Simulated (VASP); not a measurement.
# BN (pbe) (F-43m) in VASP: elastic constants with PBE

Aim: the elastic constants of BN (pbe) with PBE.

Everything below comes from runs of VASP 6.6.1. Logs are shortened: lines on timing, memory, paths and dates and some standing lists are left out, and cuts for length are marked.

### 1 The cell of the first run

The structure is cubic, space group F-43m (No. 216). Conventional cell: a = 3.624 Å, b = 3.624 Å, c = 3.624 Å, α = 90.00°, β = 90.00°, γ = 90.00°. Within 2.1 Å of B (site symmetry -43m) lie 4 N at 1.57 Å. Within 2.1 Å of N (site symmetry -43m) lie 4 B at 1.57 Å.

### 2 Elastic constants, PBE

INCAR

```
PREC = Accurate
ENCUT = 600
EDIFF = 1E-8
ISMEAR = 0
SIGMA = 0.01
LREAL = False
LASPH = True
NELM = 120
ALGO = Normal
ISIF = 3
LWAVE = False
LCHARG = False
GGA = PE
IBRION = 6
NFREE = 2
POTIM = 0.015
NSW = 1
GGA_COMPAT = False
```

KPOINTS

```
regular mesh
0
Gamma
  12 12 12
```

POSCAR

```
BN
1.0
    0.0000000000      1.8120428284      1.8120428284
    1.8120428284      0.0000000000      1.8120428284
    1.8120428284      1.8120428284      0.0000000000
B N
1 1
Direct
    0.0000000000      0.0000000000      0.0000000000
    0.2500000000      0.2500000000      0.2500000000
```

Potentials or basis: VASP PAW PBE potentials, release 64 (B, N).

Launch:

```sh
$ cat potpaw_PBE.64/B/POTCAR potpaw_PBE.64/N/POTCAR > POTCAR
$ mpirun -np 1 vasp_std > vasp.out
```

OUTCAR:

```text
PREC = Accurate
   ENCUT = 600
   EDIFF = 1E-8
   ISMEAR = 0
   LREAL = False
   LASPH = True
   NELM = 120
   ISIF = 3
   GGA = PE
   IBRION = 6
   NFREE = 2
   POTIM = 0.015
   NSW = 1

 ion  position               nearest neighbor table
   1  0.000  0.000  0.000-   2 1.57   2 1.57   2 1.57   2 1.57
   2  0.250  0.250  0.250-   1 1.57   1 1.57   1 1.57   1 1.57

  LATTYP: Found a face centered cubic cell.
 ALAT       =     3.6240856568

  Lattice vectors:

 A1 = (   0.0000000000,   1.8120428284,   1.8120428284)
 A2 = (   1.8120428284,   0.0000000000,   1.8120428284)
 A3 = (   1.8120428284,   1.8120428284,   0.0000000000)

Analysis of symmetry for initial positions (statically):
=====================================================================
 Subroutine PRICEL returns:
 Original cell was already a primitive cell.

 Routine SETGRP: Setting up the symmetry group for a
 face centered cubic supercell.

 Subroutine GETGRP returns: Found 24 space group operations
 (whereof 24 operations were pure point group operations)
 out of a pool of 48 trial point group operations.

The static configuration has the point symmetry T_d .

Analysis of symmetry for dynamics (positions and initial velocities):
=====================================================================
 Subroutine PRICEL returns:
 Original cell was already a primitive cell.

 Routine SETGRP: Setting up the symmetry group for a
 face centered cubic supercell.

 Subroutine GETGRP returns: Found 24 space group operations
 (whereof 24 operations were pure point group operations)
 out of a pool of 48 trial point group operations.

The dynamic configuration has the point symmetry T_d .

 Subroutine INISYM returns: Found 24 space group operations
 (whereof 24 operations are pure point group operations),
 and found     1 'primitive' translations

----------------------------------------------------------------------------------------

[... 346 lines left out ...]
      5      15.9880      0.00000
      6      16.0899      0.00000
      7      16.2077      0.00000
      8      17.5390      0.00000
[... 243 lines left out ...]
 k-point    24 :      -0.4167    0.1667    0.0000
  band No.  band energies     occupation
      1      -8.2958      2.00000
      2      -2.6487      2.00000
      3       3.2558      2.00000
      4       4.7497      2.00000
      5      16.5685      0.00000
      6      19.3938      0.00000
      7      19.5989      0.00000
      8      22.9520      0.00000

 [... further k-points ...]
[... 5 lines left out ...]
  --------------------------------------------------------------------------------------
  -------------------------------------------------------------------------------------
  Total        0.0141584      0.0163215      0.0163215      0.0000000      0.0224940      0.0000000
  in kB        1.9062854      2.1975316      2.1975316      0.0000000      3.0286030      0.0000000
  external PRESSURE =       2.1004495 kB  Pullay stress =       0.0000000 kB
[... 17 lines left out ...]
  FREE ENERGIE OF THE ION-ELECTRON SYSTEM (eV)
  ---------------------------------------------------
  free  energy   TOTEN  =       -17.4519494110 eV

  energy  without entropy=      -17.4519494110  energy(sigma->0) =      -17.45194941

 INTERNAL STRAIN TENSORS FROM STRAINED CELLS
 ============================================

 INTERNAL STRAIN TENSOR FOR ION    1 for displacements in x,y,z  (eV/Angst):
          X           Y           Z          XY          YZ          ZX
  --------------------------------------------------------------------------------
  x     0.00000     0.00000    -0.00000     0.00000     1.50045     0.00000
  y     0.00000     0.00000    -0.00000     0.00000     0.00000     1.50072
  z     0.00000     0.00000    -0.00000     1.50022     0.00000    -0.00000

 INTERNAL STRAIN TENSORS FROM DISPLACED ATOMS
 ============================================

 INTERNAL STRAIN TENSOR FOR ION    1 for displacements in x,y,z  (eV/Angst):
          X           Y           Z          XY          YZ          ZX
  --------------------------------------------------------------------------------
  x     0.00000     0.00000     0.00000     0.00000     1.49624     0.00000
  y    -0.00000     0.00000    -0.00000     0.00000     0.00000     1.49624
  z     0.00000     0.00000     0.00000     1.49624     0.00000     0.00000

 INTERNAL STRAIN TENSOR FOR ION    2 for displacements in x,y,z  (eV/Angst):
          X           Y           Z          XY          YZ          ZX
  --------------------------------------------------------------------------------
  x    -0.00000    -0.00000    -0.00000     0.00000    -1.49951     0.00000
  y     0.00000     0.00000     0.00000     0.00000     0.00000    -1.49951
  z    -0.00000    -0.00000    -0.00000    -1.49951     0.00000     0.00000

 Eigenvectors and eigenvalues of the dynamical matrix
 ----------------------------------------------------

   1 f  =   30.880328 THz   194.026824 2PiTHz 1030.056869 cm-1   127.710718 meV
             X         Y         Z           dx          dy          dz
      0.000000  0.000000  0.000000     0.000000    0.751206    0.000000
      0.906021  0.906021  0.906021     0.000000   -0.660068    0.000000
[... 21 lines left out ...]
   6 f/i=    0.000855 THz     0.005369 2PiTHz    0.028506 cm-1     0.003534 meV
             X         Y         Z           dx          dy          dz
      0.000000  0.000000  0.000000     0.000000    0.000000   -0.660068
      0.906021  0.906021  0.906021     0.000000    0.000000   -0.751206

--------------------------------------------------------------------------------------------------------

 ELASTIC MODULI CONTR FROM IONIC RELAXATION (kBar)
 Direction    XX          YY          ZZ          XY          YZ          ZX
 --------------------------------------------------------------------------------
 XX          -0.0000     -0.0000     -0.0000     -0.0000     -0.0000      0.0000
 YY          -0.0000     -0.0000     -0.0000     -0.0000     -0.0000      0.0000
 ZZ          -0.0000     -0.0000     -0.0000     -0.0000     -0.0000      0.0000
 XY          -0.0000     -0.0000     -0.0000    -12.6913      0.0000      0.0000
 YZ          -0.0000     -0.0000     -0.0000      0.0000    -12.6913      0.0000
 ZX           0.0000      0.0000      0.0000      0.0000      0.0000    -12.6913
 --------------------------------------------------------------------------------

 TOTAL ELASTIC MODULI (kBar)
 Direction    XX          YY          ZZ          XY          YZ          ZX
 --------------------------------------------------------------------------------
 XX        7803.6941   1705.0178   1705.0178     -0.0000     -0.0000     -0.0000
 YY        1705.0178   7803.6941   1705.0178     -0.0000     -0.0000      0.0000
 ZZ        1705.0178   1705.0178   7803.6941     -0.0000      0.0000      0.0000
 XY          -0.0000     -0.0000     -0.0000   4442.1541      0.0000      0.0000
 YZ          -0.0000     -0.0000      0.0000      0.0000   4442.1541      0.0000
 ZX          -0.0000      0.0000      0.0000      0.0000      0.0000   4442.1541
 --------------------------------------------------------------------------------
```

stdout:

```text
POSCAR found type information on POSCAR B N
 POSCAR found :  2 types and       2 ions
 scaLAPACK will be used
 LDA part: xc-table for (Slater+PW92), standard interpolation
 POSCAR, INCAR and KPOINTS ok, starting setup
 FFT: planning ... GRIDC
 FFT: planning ... GRID_SOFT
 FFT: planning ... GRID
 WAVECAR not read
 entering main loop
 Found     2 degrees of freedom:
 Adding 6 more for cell shape distortion
 Finite differences POTIM= 0.01500 DOF=   8
 bond charge predicted
 Finite differences progress:
 bond charge predicted
 Finite differences progress:
 bond charge predicted
 Finite differences progress:
 bond charge predicted
 Finite differences progress:
 bond charge predicted
 Finite differences progress:
 bond charge predicted
 Finite differences progress:
 bond charge predicted
 Finite differences progress:
 bond charge predicted
 Finite differences progress:
 bond charge predicted
 Finite differences progress:
 bond charge predicted
 Finite differences progress:
 bond charge predicted
 Finite differences progress:
 bond charge predicted
 Finite differences progress:
 bond charge predicted
 Finite differences progress:
 bond charge predicted
 Finite differences progress:
 bond charge predicted
 Finite differences progress:
 bond charge predicted
 Finite differences progress:
```

Run time: 2.1 min. Hardware: 1 thread of Intel Xeon 6975P-C (Granite Rapids), shared host; peak memory 0.23 GiB.

Results:

- Elastic constants C11, C12, C44: 780, 171, 444 GPa
- Voigt bulk modulus: 374 GPa
- Highest phonon frequency at Γ, LO-TO splitting left out: 1030 cm⁻¹

Phonon frequencies in cm⁻¹ (negative: imaginary):
```csv
q point,frequencies
"(0.000, 0.000, 0.000)",0 0 0 1030 1030 1030
```

Elastic tensor in Voigt notation (GPa, in the Cartesian axes of the cell as first typed):
```
780 171 171   0   0   0
171 780 171   0   0   0
171 171 780   0   0   0
  0   0   0 444   0   0
  0   0   0   0 444   0
  0   0   0   0   0 444
```

Clamped-ion elastic tensor (GPa):
```
780 171 171   0   0   0
171 780 171   0   0   0
171 171 780   0   0   0
  0   0   0 445   0   0
  0   0   0   0 445   0
  0   0   0   0   0 445
```
